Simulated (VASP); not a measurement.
# F (C2/c) in VASP: further runs

F is run at these levels: PBE+D3(BJ); tasks: single point.

All numbers are computed with VASP 6.6.1; they aren't measurements. Logs are shortened: lines on timing, memory, paths and dates and some standing lists are left out, and cuts for length are marked.

## (1) The cell of the first run

Symmetry: C2/c, No. 15, monoclinic system. Conventional cell: a = 5.641 Å, b = 3.425 Å, c = 6.501 Å, α = 90.00°, β = 91.08°, γ = 90.00°. Within 1.8 Å of F (site symmetry 1) lie 1 F at 1.36 Å.

## (2) Single point, PBE+D3(BJ) (15.70 Å³/atom)

File INCAR:

```
SYSTEM = F
ALGO     = Normal         ! electronic algorithm
EDIFF    = 1E-6           ! SCF threshold, eV
ENCUT    = 520            ! plane-wave cutoff, eV
GGA      = PE             ! functional
ISIF     = 2              ! what is computed and relaxed
ISMEAR   = 0              ! smearing method
IVDW     = 12             ! dispersion correction
LASPH    = .TRUE.         ! aspherical terms in the spheres
LCHARG   = .TRUE.         ! write CHGCAR
LELF     = .TRUE.         ! ELF
LREAL    = .FALSE.        ! projectors in reciprocal space
LVHAR    = .TRUE.       
LWAVE    = .FALSE.        ! write WAVECAR
NBANDS   = 22             ! bands
NELM     = 80             ! most SCF steps
PREC     = Accurate       ! precision mode
SIGMA    = 0.05           ! smearing width, eV
```

File KPOINTS:

```
k-points
0
G
  8 8 4
  0 0 0
```

File POSCAR:

```
F
1.0
    2.8049095971     -1.7127352137      0.2960103401
    2.8049095971      1.7127352137      0.2960103401
   -0.8041639211      0.0000000000      6.4508459712
F
4
Direct
    0.9138648456      0.5855481450      0.0939279973
    0.4144518550      0.0861351544      0.4060720027
    0.0861351544      0.4144518550      0.9060720027
    0.5855481450      0.9138648456      0.5939279973
```

Potentials or basis: VASP PAW PBE potentials, release 64 (F).

Command:

```bash
$ cat potpaw_PBE.64/F/POTCAR > POTCAR
$ mpirun -np 1 vasp_std > vasp.out
```

OUTCAR:

```text
SYSTEM = F
   EDIFF = 1E-6
   ENCUT = 520
   GGA = PE
   ISIF = 2
   ISMEAR = 0
   IVDW = 12
   LASPH = .TRUE.
   LREAL = .FALSE.
   NELM = 80
   PREC = Accurate
 IVDW          = 12

 ion  position               nearest neighbor table
   1  0.914  0.586  0.094-   3 1.36
   2  0.414  0.086  0.406-   4 1.36
   3  0.086  0.414  0.906-   1 1.36
   4  0.586  0.914  0.594-   2 1.36

  LATTYP: Found a base centered monoclinic cell.
 ALAT       =     5.6409715367
 B/A-ratio  =     0.6072483091
 C/A-ratio  =     1.1524214089
 COS(beta)  =    -0.0188755624

  Lattice vectors:

 A1 = (   2.8049095971,  -1.7127352137,   0.2960103401)
 A2 = (   2.8049095971,   1.7127352137,   0.2960103401)
 A3 = (  -0.8041639211,   0.0000000000,   6.4508459712)

Analysis of symmetry for initial positions (statically):
=====================================================================
 Subroutine PRICEL returns:
 Original cell was already a primitive cell.

 Routine SETGRP: Setting up the symmetry group for a
 base centered monoclinic supercell.

 Subroutine GETGRP returns: Found  4 space group operations
 (whereof  2 operations were pure point group operations)
 out of a pool of  4 trial point group operations.

The static configuration has the point symmetry S_2 .
 The point group associated with its full space group is C_2h.

Analysis of symmetry for dynamics (positions and initial velocities):
=====================================================================
 Subroutine PRICEL returns:
 Original cell was already a primitive cell.

 Routine SETGRP: Setting up the symmetry group for a
 base centered monoclinic supercell.

 Subroutine GETGRP returns: Found  4 space group operations
 (whereof  2 operations were pure point group operations)
 out of a pool of  4 trial point group operations.

The dynamic configuration has the point symmetry S_2 .
 The point group associated with its full space group is C_2h.

 Subroutine INISYM returns: Found  4 space group operations
 (whereof  2 operations are pure point group operations),
 and found     1 'primitive' translations

----------------------------------------------------------------------------------------

                                     Primitive cell

  volume of cell :      62.7960

  direct lattice vectors                    reciprocal lattice vectors
     2.804909597 -1.712735214  0.296010340     0.175944185 -0.291930706  0.021933242
     2.804909597  1.712735214  0.296010340     0.175944185  0.291930706  0.021933242
    -0.804163921  0.000000000  6.450845971    -0.016147122  0.000000000  0.153005524

  length of vectors
     3.299788157  3.299788157  6.500776366     0.341556672  0.341556672  0.153855191

  position of ions in fractional coordinates (direct lattice)
     0.913864846  0.585548145  0.093927997
     0.414451855  0.086135154  0.406072003
     0.086135154  0.414451855  0.906072003
     0.585548145  0.913864846  0.593927997

  ion indices of the primitive-cell ions
   primitive index   ion index
                 1           1
                 2           2
                 3           3
                 4           4

----------------------------------------------------------------------------------------

 KPOINTS: k-points

Automatic generation of k-mesh.
 Grid dimensions read from file:
 generate k-points for:    8    8    4

 Generating k-lattice:

  Cartesian coordinates                     Fractional coordinates (reciprocal lattice)
     0.021993023 -0.036491338  0.002741655     0.125000000  0.000000000  0.000000000
     0.021993023  0.036491338  0.002741655     0.000000000  0.125000000  0.000000000
    -0.004036780  0.000000000  0.038251381    -0.000000000 -0.000000000  0.250000000

  Length of vectors
     0.042694584  0.042694584  0.038463798

  Shift w.r.t. Gamma in fractional coordinates (k-lattice)
     0.000000000  0.000000000  0.000000000

 Subroutine IBZKPT returns following result:
 ===========================================

 Found     78 irreducible k-points:

 Following reciprocal coordinates:
            Coordinates               Weight
  0.000000  0.000000  0.000000      1.000000
  0.125000 -0.000000  0.000000      4.000000
  0.250000 -0.000000  0.000000      4.000000
  0.375000 -0.000000  0.000000      4.000000
  0.500000 -0.000000  0.000000      2.000000
  0.125000  0.125000  0.000000      2.000000
[... 16 lines left out ...]
  0.125000 -0.000000  0.250000      4.000000
  0.250000 -0.000000  0.250000      4.000000
 [... further k-points ...]
   k-points           NKPTS =     78   k-points in BZ     NKDIM =     78   number of bands    NBANDS=     22
   number of dos      NEDOS =    301   number of ions     NIONS =      4
   total plane-waves  NPLWV =  37632
   dimension x,y,z NGX =    28 NGY =   28 NGZ =   48
   dimension x,y,z NGXF=    56 NGYF=   56 NGZF=   96
   ions per type =               4
   NGX,Y,Z   is equivalent  to a cutoff of  14.11, 14.11, 12.28 a.u.
   NGXF,Y,Z  is equivalent  to a cutoff of  28.21, 28.21, 24.55 a.u.
 SYSTEM =  F
   PREC   = accura    normal or accurate (medium, high low for compatibility)
   ISTART =      0    job   : 0-new  1-cont  2-samecut
   ICHARG =      2    charge: 1-file 2-atom 10-const
   ISPIN  =      1    spin polarized calculation?
   LNONCOLLINEAR =      F non collinear calculations
   LSORBIT =      F    spin-orbit coupling
   LASPH  =      T    aspherical Exc in radial PAW
   ENCUT  =  520.0 eV  38.22 Ry    6.18 a.u.   6.14  6.14 12.09*2*pi/ulx,y,z
   NELM   =     80;   NELMIN=  2; NELMDL= -5     # of ELM steps
   EDIFF  = 0.1E-05   stopping-criterion for ELM
   LREAL  =      F    real-space projection
   EDIFFG = 0.1E-04   stopping-criterion for IOM
   NSW    =      0    number of steps for IOM
   IBRION =     -1    ionic relax: 0-MD 1-quasi-New 2-CG
   NFREE  =      0    steps in history (QN), initial steepest desc. (CG)
   ISIF   =      2    stress and relaxation
   ISYM   =      2    0-nonsym 1-usesym 2-fastsym
   POTIM  = 0.5000    time-step for ionic-motion
   TEBEG  =    0.0;   TEEND  =   0.0 temperature during run
   PSTRESS=    0.0 pullay stress
   NELECT =      28.0000    total number of electrons
   NUPDOWN=      -1.0000    fix difference up-down
   EMIN   =  10.00;   EMAX   =-10.00  energy-range for DOS
   EFERMI =   0.00;   METHOD = LEGACY
   ISMEAR =     0;   SIGMA  =   0.05  broadening in eV -4-tet -1-fermi 0-gaus
   EFERMI_NEDOS =   21; number of points for ismear=-14 and -15
   IALGO  =     38    algorithm
   IMIX   =      4    mixing-type and parameters
     AMIX     =   0.40;   BMIX     =  1.00
     AMIX_MAG =   1.60;   BMIX_MAG =  1.00
  volume/ion in A,a.u.               =      15.70       105.94
  Fermi-wavevector in a.u.,A,eV,Ry     =   1.250691  2.363464 21.282629  1.564229
  Thomas-Fermi vector in A             =   2.384674
   LORBIT       =      0    0 simple, 1 ext, 2 COOP (PROOUT), +10 PAW based schemes
   GGA     = PE    functional components
   LHFCALC =     F    Hartree Fock is set to
   AEXX    =    0.0000 exact exchange contribution
   IVDW    =    12    specifies the selected vdW correction
   LEPSILON=     F    determine dielectric tensor
   LRPA    =     F    only Hartree local field effects (RPA)
 non-spin polarized calculation
 Gauss-broadening in eV      SIGMA  =   0.05
  energy-cutoff  :      520.00
  volume of cell :       62.80
 maximum number of plane-waves:      1716
 NGX is ok and might be reduce to    28
   NGX = 13   NGY = 13   NGZ = 25

 number of electron      27.9999996 magnetization

 Free energy of the ion-electron system (eV)
  ---------------------------------------------------
  ext. energy  EPLUGINS =         0.00000000
  ---------------------------------------------------
  free energy    TOTEN  =        -7.08518483 eV

  energy without entropy =       -7.08518483  energy(sigma->0) =       -7.08518483

 E-fermi :  -4.6164     XC(G=0):  -7.6504

 val. band max:       -4.8684499162   @ k =   0.0000   0.0000   0.0000
 cond. band min:      -1.1865964758   @ k =   0.0000   0.0000   0.0000
 fundamental gap:      3.6818534404
 Fermi energy:        -4.6163775119

 k-point     1 :       0.0000    0.0000    0.0000
  band No.  band energies     occupation
      1     -30.8700      2.00000
      2     -30.7455      2.00000
      3     -23.4192      2.00000
      4     -23.0031      2.00000
      5     -11.9652      2.00000
      6     -11.1296      2.00000
[... 14 lines left out ...]
     21      15.8847      0.00000
     22      16.0187      0.00000

 k-point     2 :       0.1250   -0.0000    0.0000
  band No.  band energies     occupation
      1     -30.8556      2.00000
      2     -30.7403      2.00000
      3     -23.4018      2.00000
      4     -23.0183      2.00000
      5     -11.9427      2.00000
      6     -11.1604      2.00000
[... 14 lines left out ...]
     21      14.6705      0.00000
     22      15.8595      0.00000

 k-point     3 :       0.2500   -0.0000    0.0000
  band No.  band energies     occupation
      1     -30.8188      2.00000
      2     -30.7300      2.00000
      3     -23.3541      2.00000
      4     -23.0618      2.00000
      5     -11.8727      2.00000
      6     -11.2534      2.00000
[... 14 lines left out ...]
     21      13.9382      0.00000
     22      14.1061      0.00000

 k-point     4 :       0.3750   -0.0000    0.0000
  band No.  band energies     occupation
      1     -30.7746      2.00000
      2     -30.7262      2.00000
      3     -23.2849      2.00000
      4     -23.1271      2.00000
      5     -11.7512      2.00000
      6     -11.4038      2.00000
[... 14 lines left out ...]
     21      12.2909      0.00000
     22      12.3932      0.00000

 k-point     5 :       0.5000   -0.0000    0.0000
  band No.  band energies     occupation
      1     -30.7410      2.00000
      2     -30.7397      2.00000
      3     -23.2073      2.00000
      4     -23.2037      2.00000
      5     -11.5863      2.00000
      6     -11.5829      2.00000
[... 14 lines left out ...]
     21      10.8577      0.00000
     22      10.8635      0.00000

 k-point     6 :       0.1250    0.1250    0.0000
  band No.  band energies     occupation
      1     -30.8587      2.00000
      2     -30.7371      2.00000
      3     -23.4073      2.00000
      4     -23.0018      2.00000
      5     -11.9471      2.00000
      6     -11.1344      2.00000
[... 14 lines left out ...]
     21      15.1156      0.00000
     22      15.5717      0.00000

 k-point     7 :       0.2500    0.1250    0.0000
  band No.  band energies     occupation
      1     -30.8360      2.00000
      2     -30.7260      2.00000
      3     -23.3812      2.00000
      4     -23.0165      2.00000
      5     -11.9084      2.00000
      6     -11.1711      2.00000
[... 324 lines left out ...]
      6     -11.3047      2.00000
[... 14 lines left out ...]
     21      11.4863      0.00000
     22      12.1389      0.00000

 k-point    21 :       0.5000    0.5000    0.0000
  band No.  band energies     occupation
      1     -30.7920      2.00000
      2     -30.6862      2.00000
      3     -23.3389      2.00000
      4     -22.9926      2.00000
      5     -11.8189      2.00000
      6     -11.1620      2.00000
[... 14 lines left out ...]
     21      11.2308      0.00000
     22      13.6043      0.00000

 k-point    22 :       0.0000    0.0000    0.2500
  band No.  band energies     occupation
      1     -30.8522      2.00000
      2     -30.7641      2.00000
      3     -23.3593      2.00000
      4     -23.0652      2.00000
      5     -11.8526      2.00000
      6     -11.2655      2.00000
[... 14 lines left out ...]
     21      16.0161      0.00000
     22      16.9871      0.00000

 k-point    23 :       0.1250   -0.0000    0.2500
  band No.  band energies     occupation
      1     -30.8391      2.00000
      2     -30.7578      2.00000
      3     -23.3464      2.00000
      4     -23.0759      2.00000
      5     -11.8350      2.00000
      6     -11.2843      2.00000
[... 14 lines left out ...]
     21      14.2623      0.00000
     22      15.4091      0.00000

 k-point    24 :       0.2500   -0.0000    0.2500
  band No.  band energies     occupation
      1     -30.8058      2.00000
      2     -30.7434      2.00000
      3     -23.3114      2.00000
      4     -23.1062      2.00000
      5     -11.7800      2.00000
      6     -11.3410      2.00000
[... 14 lines left out ...]
     21      13.0588      0.00000
     22      13.7066      0.00000

 [... further k-points ...]

------------------------ aborting loop because EDIFF is reached ----------------------------------------

 Edisp (eV)   -0.11934

 E8    (eV) :    -0.0260

  FORCE on cell =-STRESS in cart. coord.  units (eV):
  Direction    XX          YY          ZZ          XY          YZ          ZX
  --------------------------------------------------------------------------------------
  -------------------------------------------------------------------------------------
  Total      -0.05344     1.61466     6.85295     0.00000     0.00000    -0.88813
  in kB      -1.36355    41.19649   174.84622     0.00000     0.00000   -22.65965
  external pressure =       71.56 kB  Pullay stress =        0.00 kB

 VOLUME and BASIS-vectors are now :
 -----------------------------------------------------------------------------
  energy-cutoff  :      520.00
  volume of cell :       62.80
      direct lattice vectors                 reciprocal lattice vectors
     2.804909597 -1.712735214  0.296010340     0.175944185 -0.291930706  0.021933242
     2.804909597  1.712735214  0.296010340     0.175944185  0.291930706  0.021933242
    -0.804163921  0.000000000  6.450845971    -0.016147122  0.000000000  0.153005524

 POSITION                                       TOTAL-FORCE (eV/Angst)
 -----------------------------------------------------------------------------------
      4.13018     -0.56232      1.04976        -0.345287      1.346118      2.726895
      1.07755     -0.56232      2.76769         0.345287      1.346118     -2.726895
      0.67547      0.56232      5.99311         0.345287     -1.346118     -2.726895
      3.72810      0.56232      4.27518        -0.345287     -1.346118      2.726895
 -----------------------------------------------------------------------------------
    total drift:                               -0.000000     -0.000000      0.000000

  FREE ENERGIE OF THE ION-ELECTRON SYSTEM (eV)
  ---------------------------------------------------
  free  energy   TOTEN  =        -7.2045212121 eV

  energy  without entropy=       -7.2045212121  energy(sigma->0) =       -7.20452121
```

It took 34 s on 1 thread of Intel Xeon 6975P-C (Granite Rapids), shared host; peak memory 0.22 GiB.

What came out:

| Property | Result |
| --- | --- |
| Free energy | -7.2045 eV |
| Pressure | 7.2 GPa |
| Largest force | 3.061 eV/Å |
| Band gap on the k mesh | 3.68 eV |
| Dispersion energy per atom | -0.030 eV |

Forces in eV/Å, atoms in the order of the input:
```
F   -0.345  1.346  2.727
F    0.345  1.346 -2.727
F    0.345 -1.346 -2.727
F   -0.345 -1.346  2.727
```

Stress tensor (GPa, compression positive):
```
-0.14  0.00 -2.27
 0.00  4.12  0.00
-2.27  0.00 17.48
```

Caveat: the cell stands under pressure; forces of over 1 eV/Å act on the atoms, so gaps and moduli don't describe the material at rest. A k mesh can miss the band edges.

## (3) Single point, PBE+D3(BJ) (15.70 Å³/atom)

File INCAR:

```
SYSTEM = F
  PREC = Accurate
  ENCUT = 520
  EDIFF = 1E-7
  ISMEAR = 0
  SIGMA = 0.05
  LREAL = .FALSE.
  LASPH = .TRUE.
  NELM = 80
  ALGO = Normal
  ISIF = 2
  LWAVE = .FALSE.
  LCHARG = .TRUE.
  GGA = PE
  IVDW = 12
  LELF = .TRUE.
  LVHAR = .TRUE.
  NBANDS = 22
```

File KPOINTS:

```
regular mesh
0
G
  8 8 4
  0 0 0
```

File POSCAR:

```
F
1.0
    2.7309444276     -1.7357742034      0.2882045788
    2.7309444276      1.7357742034      0.2882045788
   -0.8101218530      0.0000000000      6.5381328435
F
4
Direct
    0.9138648456      0.5855481450      0.0939279973
    0.4144518550      0.0861351544      0.4060720027
    0.0861351544      0.4144518550      0.9060720027
    0.5855481450      0.9138648456      0.5939279973
```

Potentials or basis: VASP PAW PBE potentials, release 64 (F).

Command:

```bash
$ cat potpaw_PBE.64/F/POTCAR > POTCAR
$ mpirun -np 1 vasp_std > vasp.out
```

Wall time 25 s (1 thread of Intel Xeon 6975P-C (Granite Rapids), shared host); peak memory 0.22 GiB.

The run converged. Its results:

| Property | Result |
| --- | --- |
| Free energy | -7.3050 eV |
| Pressure | 5.0 GPa |
| Largest force | 2.164 eV/Å |
| Band gap on the k mesh | 3.44 eV |
| Dispersion energy per atom | -0.030 eV |

Forces on the atoms (eV/Å):
```
F   -0.241  0.950  1.929
F    0.241  0.950 -1.929
F    0.241 -0.950 -1.929
F   -0.241 -0.950  1.929
```

Stress tensor (GPa, compression positive):
```
-0.07  0.00 -1.58
 0.00  2.83  0.00
-1.58  0.00 12.33
```

Levels at points of the mesh, in eV from the valence-band top:
```tsv
k point	band 10	band 11	band 12	band 13	band 14	band 15	band 16	band 17	band 18	band 19
(0.00, 0.00, 0.00)	-3.55	-0.40	-0.08	-0.06	0.00	3.44	4.33	9.08	11.68	12.87
(0.50, 0.00, 0.00)	-3.73	-0.34	-0.32	-0.10	-0.08	3.98	3.99	13.35	13.36	15.59
(0.50, 0.50, 0.00)	-3.77	-0.62	-0.49	-0.10	-0.07	3.69	4.26	13.36	14.45	15.08
(0.00, 0.00, 0.50)	-3.58	-0.26	-0.26	-0.03	-0.03	3.85	3.85	10.04	10.04	15.56
(0.50, 0.00, 0.50)	-3.74	-0.30	-0.28	-0.06	-0.05	3.95	3.96	13.83	13.86	14.05
(0.50, 0.50, 0.50)	-3.83	-0.34	-0.34	-0.30	-0.30	3.97	3.97	13.93	13.93	15.05
```

Caveat: the cell stands under pressure; forces of over 1 eV/Å act on the atoms, so gaps and moduli don't describe the material at rest. A k mesh can miss the band edges.

## (4) Single point, PBE+D3(BJ) (15.70 Å³/atom)

File INCAR:

```
SYSTEM = F
PREC     = Accurate       ! precision mode
ENCUT    = 520            ! plane-wave cutoff, eV
EDIFF    = 1E-6           ! SCF threshold, eV
ISMEAR   = 0              ! smearing method
SIGMA    = 0.05           ! smearing width, eV
LREAL    = .FALSE.        ! projectors in reciprocal space
LASPH    = .TRUE.         ! aspherical terms in the spheres
NELM     = 60             ! most SCF steps
ALGO     = Normal         ! electronic algorithm
ISIF     = 2              ! what is computed and relaxed
LWAVE    = .FALSE.        ! write WAVECAR
LCHARG   = .FALSE.        ! write CHGCAR
GGA      = PE             ! functional
IVDW     = 12             ! dispersion correction
NBANDS   = 22             ! bands
```

File KPOINTS:

```
Automatic mesh
0
G
  8 8 4
  0 0 0
```

File POSCAR:

```
F
1.0
    2.8809262439     -1.6899878845      0.3040325999
    2.8809262439      1.6899878845      0.3040325999
   -0.7984113996      0.0000000000      6.3646503833
F
4
Direct
    0.9138648456      0.5855481450      0.0939279973
    0.4144518550      0.0861351544      0.4060720027
    0.0861351544      0.4144518550      0.9060720027
    0.5855481450      0.9138648456      0.5939279973
```

Command:

```bash
$ cat potpaw_PBE.64/F/POTCAR > POTCAR
$ mpirun -np 1 vasp_std > vasp.out
```

It took 34 s on 1 thread of Intel Xeon 6975P-C (Granite Rapids), shared host; peak memory 0.2 GiB.

It converged, with:

* Free energy: -7.0670 eV
* Pressure: 9.5 GPa
* Largest force: 4.046 eV/Å
* Band gap on the k mesh: 3.94 eV
* Dispersion energy per atom: -0.030 eV

Forces on the atoms (eV/Å):
```
F   -0.461  1.782  3.603
F    0.461  1.782 -3.603
F    0.461 -1.782 -3.603
F   -0.461 -1.782  3.603
```

Stress tensor (GPa, compression positive):
```
-0.17  0.00 -3.01
 0.00  5.55  0.00
-3.01  0.00 23.05
```

Levels at points of the mesh, in eV from the valence-band top:
```tsv
k point	band 12	band 13	band 14	band 15	band 16	band 17
(0.00, 0.00, 0.00)	-0.15	-0.08	0.00	3.94	4.90	8.82
(0.50, 0.00, 0.00)	-0.32	-0.14	-0.13	4.52	4.53	13.05
(0.50, 0.50, 0.00)	-0.53	-0.09	-0.05	4.17	4.86	12.51
(0.00, 0.00, 0.50)	-0.30	-0.07	-0.07	4.36	4.36	9.84
(0.50, 0.00, 0.50)	-0.27	-0.09	-0.09	4.49	4.49	13.52
(0.50, 0.50, 0.50)	-0.34	-0.32	-0.32	4.50	4.50	13.16
```

Caveat: the cell stands under pressure; forces of over 1 eV/Å act on the atoms, so gaps and moduli don't describe the material at rest.

(Continued in part 2 of 2.)
